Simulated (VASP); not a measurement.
# Se (R-3m) in VASP: notebook

Se is run at these levels: PBEsol; tasks: single point.

All numbers are computed with VASP 6.6.1; they aren't measurements. Logs are shortened: lines on timing, memory, paths and dates and some standing lists are left out, and cuts for length are marked.

## Step 1: The cell of the first run

It takes space group R-3m (No. 166, trigonal). The conventional cell has a = 3.896 Å, b = 3.896 Å, c = 4.936 Å, α = 90.00°, β = 90.00°, γ = 120.00°. Se (site symmetry -3m) has 6 Se at 2.79 Å within 3.7 Å.

## Step 2: Single point, PBEsol

INCAR reads:

```
PREC = Accurate
ENCUT = 520
EDIFF = 1E-6
ISMEAR = 0
SIGMA = 0.1
LREAL = False
LASPH = True
NELM = 60
ALGO = Normal
ISIF = 2
LWAVE = False
LCHARG = True
GGA = PS
LELF = True
LVHAR = True
NBANDS = 13
```

KPOINTS reads:

```
Automatic mesh
0
Gamma
  6 6 6
```

POSCAR reads:

```
Se
1.0
    1.9479001236      1.1246206607      3.2909906951
   -1.9479001236      1.1246206607      3.2909906951
    0.0000000000     -2.2492413214      3.2909906951
Se
2
Direct
    0.2499821832      0.2499821832      0.2499821832
    0.7500178168      0.7500178168      0.7500178168
```

Potentials or basis: VASP PAW PBE potentials, release 64 (Se).

On the command line:

```bash
> cat potpaw_PBE.64/Se/POTCAR > POTCAR
> mpirun -np 1 vasp_std > vasp.out
```

OUTCAR:

```text
PREC = Accurate
   ENCUT = 520
   EDIFF = 1E-6
   ISMEAR = 0
   LREAL = False
   LASPH = True
   NELM = 60
   ISIF = 2
   GGA = PS

 ion  position               nearest neighbor table
   1  0.250  0.250  0.250-   2 2.79   2 2.79   2 2.79   2 2.79   2 2.79   2 2.79
   2  0.750  0.750  0.750-   1 2.79   1 2.79   1 2.79   1 2.79   1 2.79   1 2.79

  LATTYP: Found a trigonal (rhomboedric) cell.
 ALAT       =     3.9861894432
 COS(alpha) =     0.5224184985

  Lattice vectors:

 A1 = (   1.9479001236,   1.1246206607,   3.2909906951)
 A2 = (  -1.9479001236,   1.1246206607,   3.2909906951)
 A3 = (   0.0000000000,  -2.2492413214,   3.2909906951)

Analysis of symmetry for initial positions (statically):
=====================================================================
 Subroutine PRICEL returns:
 Original cell was already a primitive cell.

 Routine SETGRP: Setting up the symmetry group for a
 trigonal (rhombohedral) supercell.

 Subroutine GETGRP returns: Found 12 space group operations
 (whereof 12 operations were pure point group operations)
 out of a pool of 12 trial point group operations.

The static configuration has the point symmetry D_3d.

Analysis of symmetry for dynamics (positions and initial velocities):
=====================================================================
 Subroutine PRICEL returns:
 Original cell was already a primitive cell.

 Routine SETGRP: Setting up the symmetry group for a
 trigonal (rhombohedral) supercell.

 Subroutine GETGRP returns: Found 12 space group operations
 (whereof 12 operations were pure point group operations)
 out of a pool of 12 trial point group operations.

The dynamic configuration has the point symmetry D_3d.

 Subroutine INISYM returns: Found 12 space group operations
 (whereof 12 operations are pure point group operations),
 and found     1 'primitive' translations

----------------------------------------------------------------------------------------

                                     Primitive cell

  volume of cell :      43.2564

  direct lattice vectors                    reciprocal lattice vectors
     1.947900124  1.124620661  3.290990695     0.256686672  0.148198119  0.101286623
    -1.947900124  1.124620661  3.290990695    -0.256686672  0.148198119  0.101286623
     0.000000000 -2.249241321  3.290990695     0.000000000 -0.296396238  0.101286623

  length of vectors
     3.986189443  3.986189443  3.986189443     0.313224696  0.313224696  0.313224696

  position of ions in fractional coordinates (direct lattice)
     0.249982183  0.249982183  0.249982183
     0.750017817  0.750017817  0.750017817

  ion indices of the primitive-cell ions
   primitive index   ion index
                 1           1
                 2           2

----------------------------------------------------------------------------------------

 KPOINTS: Automatic mesh

Automatic generation of k-mesh.
 Grid dimensions read from file:
 generate k-points for:    6    6    6

 Generating k-lattice:

  Cartesian coordinates                     Fractional coordinates (reciprocal lattice)
     0.042781112  0.024699687  0.016881104     0.166666667  0.000000000  0.000000000
    -0.042781112  0.024699687  0.016881104     0.000000000  0.166666667  0.000000000
     0.000000000 -0.049399373  0.016881104     0.000000000  0.000000000  0.166666667

  Length of vectors
     0.052204116  0.052204116  0.052204116

  Shift w.r.t. Gamma in fractional coordinates (k-lattice)
     0.000000000  0.000000000  0.000000000

 Subroutine IBZKPT returns following result:
 ===========================================

 Found     32 irreducible k-points:

 Following reciprocal coordinates:
            Coordinates               Weight
  0.000000  0.000000  0.000000      1.000000
  0.166667  0.000000  0.000000      6.000000
  0.333333 -0.000000  0.000000      6.000000
  0.500000  0.000000  0.000000      3.000000
  0.166667  0.166667  0.000000      6.000000
  0.333333  0.166667  0.000000     12.000000
[... 16 lines left out ...]
  0.500000  0.500000  0.166667      6.000000
 -0.333333  0.500000  0.166667     12.000000
 [... further k-points ...]
   k-points           NKPTS =     32   k-points in BZ     NKDIM =     32   number of bands    NBANDS=     13
   number of dos      NEDOS =    301   number of ions     NIONS =      2
   total plane-waves  NPLWV =  27000
   dimension x,y,z NGX =    30 NGY =   30 NGZ =   30
   dimension x,y,z NGXF=    60 NGYF=   60 NGZF=   60
   ions per type =               2
   NGX,Y,Z   is equivalent  to a cutoff of  12.51, 12.51, 12.51 a.u.
   NGXF,Y,Z  is equivalent  to a cutoff of  25.02, 25.02, 25.02 a.u.
 SYSTEM =  unknown system
   PREC   = accura    normal or accurate (medium, high low for compatibility)
   ISTART =      0    job   : 0-new  1-cont  2-samecut
   ICHARG =      2    charge: 1-file 2-atom 10-const
   ISPIN  =      1    spin polarized calculation?
   LNONCOLLINEAR =      F non collinear calculations
   LSORBIT =      F    spin-orbit coupling
   LASPH  =      T    aspherical Exc in radial PAW
   ENCUT  =  520.0 eV  38.22 Ry    6.18 a.u.   7.41  7.41  7.41*2*pi/ulx,y,z
   NELM   =     60;   NELMIN=  2; NELMDL= -5     # of ELM steps
   EDIFF  = 0.1E-05   stopping-criterion for ELM
   LREAL  =      F    real-space projection
   EDIFFG = 0.1E-04   stopping-criterion for IOM
   NSW    =      0    number of steps for IOM
   IBRION =     -1    ionic relax: 0-MD 1-quasi-New 2-CG
   NFREE  =      0    steps in history (QN), initial steepest desc. (CG)
   ISIF   =      2    stress and relaxation
   ISYM   =      2    0-nonsym 1-usesym 2-fastsym
   POTIM  = 0.5000    time-step for ionic-motion
   TEBEG  =    0.0;   TEEND  =   0.0 temperature during run
   PSTRESS=    0.0 pullay stress
   NELECT =      12.0000    total number of electrons
   NUPDOWN=      -1.0000    fix difference up-down
   EMIN   =  10.00;   EMAX   =-10.00  energy-range for DOS
   EFERMI =   0.00;   METHOD = LEGACY
   ISMEAR =     0;   SIGMA  =   0.10  broadening in eV -4-tet -1-fermi 0-gaus
   EFERMI_NEDOS =   21; number of points for ismear=-14 and -15
   IALGO  =     38    algorithm
   IMIX   =      4    mixing-type and parameters
     AMIX     =   0.40;   BMIX     =  1.00
     AMIX_MAG =   1.60;   BMIX_MAG =  1.00
  volume/ion in A,a.u.               =      21.63       145.95
  Fermi-wavevector in a.u.,A,eV,Ry     =   1.067706  2.017672 15.510590  1.139996
  Thomas-Fermi vector in A             =   2.203331
   LORBIT       =      0    0 simple, 1 ext, 2 COOP (PROOUT), +10 PAW based schemes
   GGA     = PS    functional components
   LHFCALC =     F    Hartree Fock is set to
   AEXX    =    0.0000 exact exchange contribution
   IVDW    =     0    specifies the selected vdW correction
   LEPSILON=     F    determine dielectric tensor
   LRPA    =     F    only Hartree local field effects (RPA)
 non-spin polarized calculation
 Gauss-broadening in eV      SIGMA  =   0.10
  energy-cutoff  :      520.00
  volume of cell :       43.26
 maximum number of plane-waves:      1183
 NGX is ok and might be reduce to    30

 number of electron      11.9999998 magnetization

 Free energy of the ion-electron system (eV)
  ---------------------------------------------------
  ext. energy  EPLUGINS =         0.00000000
  ---------------------------------------------------
  free energy    TOTEN  =        -7.50873984 eV

  energy without entropy =       -7.50346471  energy(sigma->0) =       -7.50610227

 E-fermi :   5.0902     XC(G=0): -10.2765

 val. band max:        5.0146026465   @ k =   0.5000   0.5000   0.3333
 cond. band min:       5.0964742198   @ k =   0.5000   0.1667   0.0000
 fundamental gap:      0.0818715733
 Fermi energy:         5.0901644815

 k-point     1 :       0.0000    0.0000    0.0000
  band No.  band energies     occupation
      1     -11.3294      2.00000
      2      -4.5759      2.00000
      3       1.3689      2.00000
      4       1.7616      2.00000
      5       1.7616      2.00000
      6       6.5223      0.00000
      7       6.5223      0.00000
      8       6.7002      0.00000
      9      10.4069      0.00000
     10      10.8917      0.00000
     11      10.8917      0.00000
     12      12.7858      0.00000
     13      12.7858      0.00000

 k-point     2 :       0.1667    0.0000    0.0000
  band No.  band energies     occupation
      1     -11.0125      2.00000
      2      -5.2913      2.00000
      3       1.5042      2.00000
      4       1.8293      2.00000
      5       1.9371      2.00000
      6       5.5732      0.00000
      7       5.5814      0.00000
      8       5.7295      0.00000
      9      10.7808      0.00000
     10      11.1350      0.00000
     11      11.5974      0.00000
     12      14.3696      0.00000
     13      14.4032      0.00000

 k-point     3 :       0.3333   -0.0000    0.0000
  band No.  band energies     occupation
      1     -10.0876      2.00000
      2      -6.9024      2.00000
      3       1.8905      2.00000
      4       2.1341      2.00000
      5       2.3688      2.00000
      6       3.9656      2.00000
      7       4.0494      2.00000
      8       4.2282      2.00000
      9      11.8515      0.00000
     10      13.1015      0.00000
     11      13.5965      0.00000
     12      16.1826      0.00000
     13      17.7424      0.00000

 k-point     4 :       0.5000    0.0000    0.0000
  band No.  band energies     occupation
      1      -8.6477      2.00000
      2      -8.6468      2.00000
      3       2.6805      2.00000
      4       2.6829      2.00000
      5       2.8474      2.00000
      6       2.8505      2.00000
      7       3.0798      2.00000
      8       3.0799      2.00000
      9      14.2030      0.00000
     10      14.2036      0.00000
     11      16.1009      0.00000
     12      16.1013      0.00000
     13      16.6394      0.00000

 k-point     5 :       0.1667    0.1667    0.0000
  band No.  band energies     occupation
      1     -10.9194      2.00000
      2      -5.3780      2.00000
      3       0.9195      2.00000
      4       1.1888      2.00000
      5       3.3628      2.00000
      6       3.3869      2.00000
      7       6.8405      0.00000
      8       6.9596      0.00000
      9       9.4893      0.00000
     10      12.1589      0.00000
     11      12.4819      0.00000
     12      13.1954      0.00000
     13      13.4327      0.00000
[... 257 lines left out ...]
 k-point    22 :      -0.1667    0.3333    0.1667
  band No.  band energies     occupation
      1      -9.4319      2.00000
      2      -7.2018      2.00000
      3      -0.4809      2.00000
      4      -0.1591      2.00000
      5       1.8470      2.00000
      6       4.5706      2.00000
      7       6.3553      0.00000
      8       7.9660      0.00000
      9       9.7523      0.00000
     10      14.5787      0.00000
     11      15.1606      0.00000
     12      15.6073      0.00000
     13      17.8678      0.00000

 k-point    23 :       0.5000    0.5000    0.1667
  band No.  band energies     occupation
      1      -9.1355      2.00000
      2      -7.2560      2.00000
      3      -1.5476      2.00000
      4       0.1387      2.00000
      5       0.2939      2.00000
      6       7.0488      0.00000
      7       7.3084      0.00000
      8       8.5070      0.00000
      9       8.6633      0.00000
     10      15.4438      0.00000
     11      16.0752      0.00000
     12      17.2397      0.00000
     13      17.6565      0.00000

 k-point    24 :      -0.3333    0.5000    0.1667
  band No.  band energies     occupation
      1      -8.6840      2.00000
      2      -7.6304      2.00000
      3      -1.8662      2.00000
      4      -0.8757      2.00000
      5       1.5387      2.00000
      6       5.2677      0.01204
      7       8.3996      0.00000
      8       9.0791      0.00000
      9       9.3661      0.00000
     10      13.3508      0.00000
     11      16.2189      0.00000
     12      17.5691      0.00000
     13      19.1533      0.00000

 [... further k-points ...]

------------------------ aborting loop because EDIFF is reached ----------------------------------------

  FORCE on cell =-STRESS in cart. coord.  units (eV):
  Direction    XX          YY          ZZ          XY          YZ          ZX
  --------------------------------------------------------------------------------------
  -------------------------------------------------------------------------------------
  Total        0.0176122      0.0176122     -0.0202581     -0.0000000     -0.0000000      0.0000000
  in kB        0.6523383      0.6523383     -0.7503408     -0.0000000     -0.0000000      0.0000000
  external PRESSURE =       0.1847786 kB  Pullay stress =       0.0000000 kB

 VOLUME and BASIS-vectors are now :
 -----------------------------------------------------------------------------
  energy-cutoff  :      520.00
  volume of cell :       43.26
      direct lattice vectors                 reciprocal lattice vectors
     1.947900124  1.124620661  3.290990695     0.256686672  0.148198119  0.101286623
    -1.947900124  1.124620661  3.290990695    -0.256686672  0.148198119  0.101286623
     0.000000000 -2.249241321  3.290990695     0.000000000 -0.296396238  0.101286623

 POSITION                                       TOTAL-FORCE (eV/Angst)
 -----------------------------------------------------------------------------------
      0.00000      0.00000      2.46807         0.000000      0.000000      0.002615
      0.00000      0.00000      7.40490         0.000000      0.000000     -0.002615
 -----------------------------------------------------------------------------------
    total drift:                               -0.000000     -0.000000     -0.000000

  FREE ENERGIE OF THE ION-ELECTRON SYSTEM (eV)
  ---------------------------------------------------
  free  energy   TOTEN  =        -7.5087398363 eV

  energy  without entropy=       -7.5034647122  energy(sigma->0) =       -7.50610227
```

Wall time 10 s (1 thread of AMD EPYC 9R45 (Zen 5), shared host); peak memory 0.14 GiB.

Results:

| Quantity | Value |
| --- | --- |
| Free energy | -7.5087 eV |
| Pressure | 0.0 GPa |
| Band gap on the k mesh | zero (bands 6 and 7 overlap by 4.59 eV) |

Forces on the atoms (eV/Å):
```
Se   0.000  0.000  0.003
Se   0.000  0.000 -0.003
```

Stress tensor (GPa, compression positive):
```
 0.07  0.00  0.00
 0.00  0.07  0.00
 0.00  0.00 -0.08
```

Levels at points of the mesh, in eV from the Fermi level:
| k point | band 4 | band 5 | band 6 | band 7 | band 8 | band 9 |
| --- | --- | --- | --- | --- | --- | --- |
| (0.00, 0.00, 0.00) | -3.33 | -3.33 | 1.43 | 1.43 | 1.61 | 5.32 |
| (0.50, 0.00, 0.00) | -2.41 | -2.24 | -2.24 | -2.01 | -2.01 | 9.11 |
| (0.50, 0.50, 0.00) | -5.42 | -5.15 | 2.58 | 2.96 | 3.07 | 4.39 |
| (0.50, 0.50, 0.50) | -2.13 | -2.13 | -2.13 | -1.81 | -1.81 | 9.00 |

Caveat: the PAW data sets were made with another functional, which shifts forces and pressure a little.

## Step 3: Single point, PBEsol

This run uses another cell than the first one: it holds 1 atom, not 2.

INCAR reads:

```
SYSTEM = Se
PREC = Accurate
ENCUT = 520
EDIFF = 1E-7
ISMEAR = 0
SIGMA = 0.1
LREAL = .False.
LASPH = .True.
NELM = 100
ALGO = Normal
ISIF = 2
LWAVE = .False.
LCHARG = .False.
GGA = PS
NBANDS = 9
```

KPOINTS reads:

```
Automatic mesh
0
Gamma
  15 15 15
  0 0 0
```

POSCAR reads:

```
Se
1.0
    1.9558062205      1.1291852479      1.6287318580
   -1.9558062205      1.1291852479      1.6287318580
    0.0000000000     -2.2583704958      1.6287318580
Se
1
Direct
    0.5000000000      0.5000000000      0.5000000000
```

Potentials or basis: VASP PAW PBE potentials, release 64 (Se).

On the command line:

```bash
> cat potpaw_PBE.64/Se/POTCAR > POTCAR
> mpirun -np 1 vasp_std > vasp.out
```

Wall time 30 s (1 thread of AMD EPYC 9R45 (Zen 5), shared host); peak memory 0.16 GiB.

Results (log left out):

```
Free energy            : -3.7633 eV
Pressure               : 0.1 GPa
Band gap on the k mesh : zero (bands 3 and 4 overlap by 6.35 eV)
```

Levels at points of the mesh, in eV from the Fermi level:
| k point | band 1 | band 2 | band 3 | band 4 | band 5 | band 6 | band 7 | band 8 |
| --- | --- | --- | --- | --- | --- | --- | --- | --- |
| (0.00, 0.00, 0.00) | -16.45 | 1.45 | 1.45 | 1.55 | 7.68 | 7.68 | 7.93 | 22.63 |

Caveat: the PAW data sets were made with another functional, which shifts forces and pressure a little.
